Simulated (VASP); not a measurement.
# BaTiO3 (P4mm) in VASP: a series of runs, part 2 of 2

VASP 6.6.1.

**5. Single point, PBE (biaxial strain in the a-b plane: -1.5 %)**

Input file INCAR:

```
PREC = Accurate ; ENCUT = 910
EDIFF = 1E-6 ; ISMEAR = 0
SIGMA = 0.02 ; LREAL = F
LASPH = T ; NELM = 120
ALGO = Normal ; ISIF = 2
LWAVE = F ; LCHARG = F
GGA = PE ; NBANDS = 28
GGA_COMPAT = F
```

Input file KPOINTS:

```
regular mesh
0
Gamma
  8 8 6
```

Input file POSCAR:

```
BaTiO3
1.0
    3.9256680472      0.0000000000      0.0000000000
    0.0000000000      3.9256680472      0.0000000000
    0.0000000000      0.0000000000      4.2382869960
Ba Ti O
1 1 3
Direct
    0.5000000000      0.5000000000      0.5912757181
    0.0000000000      0.0000000000      0.1084227154
    0.0000000000      0.5000000000      0.0602445495
    0.5000000000      0.0000000000      0.0602445495
    0.0000000000      0.0000000000      0.5398094574
```

Command:

```
$ cat potpaw_PBE.64/Ba_sv/POTCAR potpaw_PBE.64/Ti_sv/POTCAR potpaw_PBE.64/O_h/POTCAR > POTCAR
$ mpirun -np 1 vasp_std > vasp.out
```

Wall time 4.1 min (1 thread of AMD EPYC 7R43 (Zen 3), shared host); peak memory 0.39 GiB.

Results (log left out):

```yaml
Free_energy: -40.0213 eV
Pressure: 5.1 GPa
Largest_force: 0.176 eV/Å
Band_gap_on_the_k_mesh: 1.83 eV (least direct gap 2.44 eV)
```

Forces in eV/Å, atoms in the order of the input:
```
Ba   0.000  0.000 -0.046
Ti   0.000  0.000  0.176
O    0.000  0.000 -0.019
O    0.000  0.000 -0.019
O    0.000  0.000 -0.091
```

Stress tensor (GPa, compression positive):
```
6.65 0.00 0.00
0.00 6.65 0.00
0.00 0.00 1.92
```

Levels at points of the mesh, in eV from the valence-band top:
| k point | band 18 | band 19 | band 20 | band 21 | band 22 | band 23 |
| --- | --- | --- | --- | --- | --- | --- |
| (0.00, 0.00, 0.00) | -1.01 | -0.61 | -0.61 | 1.83 | 2.45 | 2.45 |
| (0.50, 0.00, 0.00) | -1.83 | -1.65 | -1.39 | 2.53 | 3.55 | 3.63 |
| (0.50, 0.50, 0.00) | -1.08 | -1.08 | -0.05 | 3.67 | 3.67 | 4.04 |
| (0.00, 0.00, 0.50) | -2.09 | -0.75 | -0.75 | 1.94 | 3.40 | 3.40 |
| (0.50, 0.00, 0.50) | -1.30 | -1.19 | -0.62 | 3.42 | 3.61 | 3.75 |
| (0.50, 0.50, 0.50) | -0.54 | -0.54 | 0.00 | 4.00 | 4.00 | 4.22 |

Caveat: the cell differs from its parent crystal (biaxial strain in the a-b plane: -1.5 %); the cutoff is under 1.25 times the usual one of these potentials, so pressure, stress and relaxed cells hold a basis-set (Pulay) error; the cell stands under pressure; spin-orbit coupling is left out, which moves the levels of the heavy elements. A k mesh can miss the band edges.

**6. Single point, PBE**

This run uses another cell than the first one, of 13.34 Å³/atom.

Input file INCAR:

```
PREC     = Accurate       # precision mode
ENCUT    = 910            # plane-wave cutoff, eV
EDIFF    = 1E-6           # SCF threshold, eV
ISMEAR   = 0              # smearing method
SIGMA    = 0.02           # smearing width, eV
LREAL    = False          # projectors in reciprocal space
LASPH    = True           # aspherical terms in the spheres
NELM     = 120            # most SCF steps
ALGO     = Normal         # electronic algorithm
ISIF     = 2              # what is computed and relaxed
LWAVE    = False          # write WAVECAR
LCHARG   = True           # write CHGCAR
GGA      = PE             # functional
LELF     = True           # ELF
LVHAR    = True         
NBANDS   = 28             # bands
GGA_COMPAT= False
```

KPOINTS is that of step 5.

Input file POSCAR:

```
BaTiO3
1.0
    3.9854497962      0.0000000000      0.0000000000
    0.0000000000      3.9854497962      0.0000000000
    0.0000000000      0.0000000000      4.2004826514
Ba Ti O
1 1 3
Direct
    0.5000000000      0.5000000000      0.5912757175
    0.0000000000      0.0000000000      0.1084227160
    0.0000000000      0.5000000000      0.0602445497
    0.5000000000      0.0000000000      0.0602445497
    0.0000000000      0.0000000000      0.5398094571
```

Potentials or basis: VASP PAW PBE potentials, release 64 (Ba_sv, Ti_sv, O_h).

Command:

```
$ cat potpaw_PBE.64/Ba_sv/POTCAR potpaw_PBE.64/Ti_sv/POTCAR potpaw_PBE.64/O_h/POTCAR > POTCAR
$ mpirun -np 1 vasp_std > vasp.out
```

OUTCAR:

```text
PREC = Accurate
   ENCUT = 910
   EDIFF = 1E-6
   ISMEAR = 0
   LREAL = False
   LASPH = True
   NELM = 120
   ISIF = 2
   GGA = PE

 ion  position               nearest neighbor table
   1  0.500  0.500  0.591-   3 2.80   4 2.80   4 2.80   3 2.80   5 2.83   5 2.83   5 2.83   5 2.83
                             3 2.99   4 2.99   3 2.99   4 2.99   2 3.47   2 3.47   2 3.47   2 3.47
   2  0.000  0.000  0.108-   5 1.81   4 2.00   3 2.00   3 2.00   4 2.00   1 3.47   1 3.47   1 3.47
                             1 3.47   1 3.56   1 3.56   1 3.56   1 3.56
   3  0.000  0.500  0.060-   2 2.00   2 2.00   1 2.80   1 2.80   1 2.99   1 2.99
   4  0.500  0.000  0.060-   2 2.00   2 2.00   1 2.80   1 2.80   1 2.99   1 2.99
   5  0.000  0.000  0.540-   2 1.81   1 2.83   1 2.83   1 2.83   1 2.83

  LATTYP: Found a simple tetragonal cell.
 ALAT       =     3.9854497962
 C/A-ratio  =     1.0539544760

  Lattice vectors:

 A1 = (   3.9854497962,   0.0000000000,   0.0000000000)
 A2 = (   0.0000000000,   3.9854497962,   0.0000000000)
 A3 = (   0.0000000000,   0.0000000000,   4.2004826514)

Analysis of symmetry for initial positions (statically):
=====================================================================
 Subroutine PRICEL returns:
 Original cell was already a primitive cell.
[... 182 lines left out ...]
 Fermi energy:         4.1850039852

 k-point     1 :       0.0000    0.0000    0.0000
  band No.  band energies     occupation
      1     -52.5571      2.00000
      2     -28.8921      2.00000
      3     -28.7544      2.00000
      4     -28.7544      2.00000
      5     -21.0951      2.00000
      6     -12.9229      2.00000
[... 733 lines left out ...]
     27      11.7487      0.00000
     28      12.3753      0.00000

 [... further k-points ...]

------------------------ aborting loop because EDIFF is reached ----------------------------------------

  FORCE on cell =-STRESS in cart. coord.  units (eV):
  Direction    XX          YY          ZZ          XY          YZ          ZX
  --------------------------------------------------------------------------------------
  -------------------------------------------------------------------------------------
  Total        0.5316692      0.5316692      0.5152887      0.0000000      0.0000000      0.0000000
  in kB       12.7672755     12.7672755     12.3739207      0.0000000      0.0000000      0.0000000
  external PRESSURE =      12.6361572 kB  Pullay stress =       0.0000000 kB

 VOLUME and BASIS-vectors are now :
 -----------------------------------------------------------------------------
  energy-cutoff  :      910.00
  volume of cell :       66.72
      direct lattice vectors                 reciprocal lattice vectors
     3.985449796  0.000000000  0.000000000     0.250912708  0.000000000  0.000000000
     0.000000000  3.985449796  0.000000000     0.000000000  0.250912708  0.000000000
     0.000000000  0.000000000  4.200482651     0.000000000  0.000000000  0.238067880

 POSITION                                       TOTAL-FORCE (eV/Angst)
 -----------------------------------------------------------------------------------
      1.99272      1.99272      2.48364        -0.000000      0.000000     -0.050291
      0.00000      0.00000      0.45543        -0.000000      0.000000     -0.037387
      0.00000      1.99272      0.25306         0.000000     -0.000000      0.021838
      1.99272      0.00000      0.25306         0.000000      0.000000      0.021838
      0.00000      0.00000      2.26746        -0.000000      0.000000      0.044002
 -----------------------------------------------------------------------------------
    total drift:                                0.000000      0.000000     -0.001563

  FREE ENERGIE OF THE ION-ELECTRON SYSTEM (eV)
  ---------------------------------------------------
  free  energy   TOTEN  =       -40.0672940882 eV

  energy  without entropy=      -40.0672940882  energy(sigma->0) =      -40.06729409
```

OSZICAR:

```text
N       E                     dE             d eps       ncg     rms          rms(c)
DAV:   1     0.583643287938E+03    0.58364E+03   -0.26614E+04  3360   0.226E+03
DAV:   2     0.604231586648E+02   -0.52322E+03   -0.49737E+03  3536   0.533E+02
DAV:   3    -0.448077564157E+02   -0.10523E+03   -0.10039E+03  5336   0.192E+02
DAV:   4    -0.504510095724E+02   -0.56433E+01   -0.56173E+01  4128   0.444E+01
DAV:   5    -0.506852241291E+02   -0.23421E+00   -0.23405E+00  5380   0.844E+00    0.236E+01
DAV:   6    -0.402159521861E+02    0.10469E+02   -0.55352E+01  5140   0.668E+01    0.103E+01
DAV:   7    -0.402550443114E+02   -0.39092E-01   -0.12325E+01  4728   0.251E+01    0.717E+00
DAV:   8    -0.400782835070E+02    0.17676E+00   -0.71532E-01  4060   0.722E+00    0.403E+00
DAV:   9    -0.400938052873E+02   -0.15522E-01   -0.46334E-01  5096   0.640E+00    0.169E+00
DAV:  10    -0.400737300862E+02    0.20075E-01   -0.14689E-01  4608   0.361E+00    0.695E-01
DAV:  11    -0.400688367868E+02    0.48933E-02   -0.13992E-02  4532   0.115E+00    0.428E-01
DAV:  12    -0.400672761776E+02    0.15606E-02   -0.82746E-03  4212   0.550E-01    0.510E-02
DAV:  13    -0.400672915750E+02   -0.15397E-04   -0.33969E-04  4004   0.147E-01    0.292E-02
DAV:  14    -0.400672963760E+02   -0.48010E-05   -0.61364E-05  4432   0.651E-02    0.206E-02
DAV:  15    -0.400672945087E+02    0.18673E-05   -0.40007E-05  4924   0.636E-02    0.102E-02
DAV:  16    -0.400672940882E+02    0.42043E-06   -0.74525E-06  4000   0.225E-02
   1 F= -.40067294E+02 E0= -.40067294E+02  d E =-.353464E-14
```

stdout:

```text
POSCAR found type information on POSCAR BaTiO
 POSCAR found :  3 types and       5 ions
 scaLAPACK will be used
 LDA part: xc-table for (Slater+PW92), standard interpolation
 POSCAR, INCAR and KPOINTS ok, starting setup
 FFT: planning ... GRIDC
 FFT: planning ... GRID_SOFT
 FFT: planning ... GRID
 WAVECAR not read
 entering main loop
```

Wall time 3.5 min (1 thread of Intel Xeon Platinum 8488C (Sapphire Rapids), shared host); peak memory 0.42 GiB.

Results:

| Quantity | Value |
| --- | --- |
| Free energy | -40.0673 eV |
| Pressure | 1.3 GPa |
| Largest force | 0.050 eV/Å |
| Band gap on the k mesh | 1.79 eV (least direct gap 2.36 eV) |

Forces in eV/Å, atoms in the order of the input:
```
Ba   0.000  0.000 -0.050
Ti   0.000  0.000 -0.037
O    0.000  0.000  0.022
O    0.000  0.000  0.022
O    0.000  0.000  0.044
```

Levels at points of the mesh, in eV from the valence-band top:
```csv
k point,band 17,band 18,band 19,band 20,band 21,band 22,band 23,band 24
"(0.00, 0.00, 0.00)",-1.33,-0.93,-0.56,-0.56,1.79,2.44,2.44,4.01
"(0.50, 0.00, 0.00)",-1.97,-1.71,-1.58,-1.34,2.51,3.42,3.53,4.08
"(0.50, 0.50, 0.00)",-2.04,-1.16,-1.16,-0.06,3.57,3.57,3.90,4.09
"(0.00, 0.00, 0.50)",-2.07,-2.00,-0.74,-0.74,1.92,3.44,3.44,4.01
"(0.50, 0.00, 0.50)",-1.85,-1.18,-1.09,-0.52,3.45,3.47,3.71,4.78
"(0.50, 0.50, 0.50)",-2.63,-0.46,-0.46,0.00,3.95,3.95,4.06,5.94
```

Caveat: the cutoff is under 1.25 times the usual one of these potentials, so pressure, stress and relaxed cells hold a basis-set (Pulay) error; spin-orbit coupling is left out, which moves the levels of the heavy elements. A k mesh can miss the band edges.

**7. Overview**

```tsv
task	potentials or basis	cell	k mesh	cutoff (eV)	gap on the mesh (eV)	pressure (GPa)	largest force (eV/Å)
relaxation of cell and atoms	VASP PAW PBE potentials, release 64 (Ba_sv, Ti_sv, O)	relaxed from a = 3.990, b = 3.990, c = 4.103 Å, 5 atoms, atomic positions A	8 × 8 × 8	600	1.77	0.0	-
single point	VASP PAW PBE potentials, release 64 (Ba_sv, Ti_sv, O_h)	a = 3.926, b = 3.926, c = 4.340 Å, 5 atoms, atomic positions B	8 × 8 × 6	910	1.84	3.4	0.07
single point	VASP PAW PBE potentials, release 64 (Ba_sv, Ti_sv, O_h)	a = 3.866, b = 3.866, c = 4.276 Å, 5 atoms, atomic positions B	8 × 8 × 6	910	1.93	11.7	0.70
single point	VASP PAW PBE potentials, release 64 (Ba_sv, Ti_sv, O_h)	a = 3.926, b = 3.926, c = 4.238 Å, 5 atoms, atomic positions C	8 × 8 × 6	910	1.83	5.1	0.18
single point	VASP PAW PBE potentials, release 64 (Ba_sv, Ti_sv, O_h)	a = 3.985, b = 3.985, c = 4.200 Å, 5 atoms, atomic positions C	8 × 8 × 6	910	1.79	1.3	0.05
```

Alike in all rows: level PBE; no spin polarisation; smearing gaussian 0.02 eV.

Caveats: spin-orbit coupling is left out, which moves the levels of the heavy elements; the cutoff is under 1.25 times the usual one of these potentials, so pressure, stress and relaxed cells hold a basis-set (Pulay) error (at least some runs); the cell stands under pressure (at least some runs).

Total energies depend on the potentials used, so only differences within one code and one set of settings carry meaning.
